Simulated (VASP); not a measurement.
The system is Ga4TeO.

```
Ga Te O
1.0
     5.57339    0.00000    0.00000
    -2.78670    4.82670    0.00000
     0.00000    0.00000    4.84694
Ga Te O
4 1 1
Direct
  0.33333 0.66667 0.25140
  0.33333 0.66667 0.74860
  0.66667 0.33333 0.74860
  0.66667 0.33333 0.25140
  0.00000 0.00000 0.00000
  0.00000 0.00000 0.50000
```

The cell was generated, and may not be a known phase.

* Program: VASP 6.6.1
* Task: relaxation of cell and atoms
* Functional: PBE
* Potentials or basis: VASP PAW PBE potentials, release 64 (Ga_d, Te, O)
* Cutoff: 600 eV
* k mesh: 6 × 6 × 4
* Occupations: gaussian, width 0.1 eV
* Spin: no spin polarisation

At the start: pressure -2.3 GPa; volume 21.73 Å³/atom.

Task: How do energy, volume and symmetry change on relaxing?

Result: Over 7 steps the energy falls by 53.1 meV/atom and the volume is 19.50 Å³/atom (-10.3 %); space group P6/mmm (No. 191, to 0.1 Å) before and after.

Step by step:
```
step  energy change (eV)  largest force (eV/Å)  pressure (GPa)  volume (Å³)
   1              0.0000                0.2793           -2.34       130.39
   2             -0.1895                0.1348           -1.37       124.43
   3             -0.2744                0.5376            0.07       118.04
   4             -0.3154                0.0976            0.27       116.43
   5             -0.3173                0.0062            0.43       115.87
   6             -0.3173                0.0060            0.42       115.92
   7             -0.3185                0.0128           -0.11       117.01
```

Final structure:
```xyz
6
Lattice="5.1660 0.0000 0.0000 -2.5830 4.4739 0.0000 0.0000 0.0000 5.0628" Properties=species:S:1:pos:R:3 pbc="T T T"
Ga    0.0000    2.9826    1.2803
Ga    0.0000    2.9826    3.7826
Ga    2.5830    1.4913    3.7826
Ga    2.5830    1.4913    1.2803
Te    0.0000    0.0000    0.0000
O     0.0000    0.0000    2.5314
```
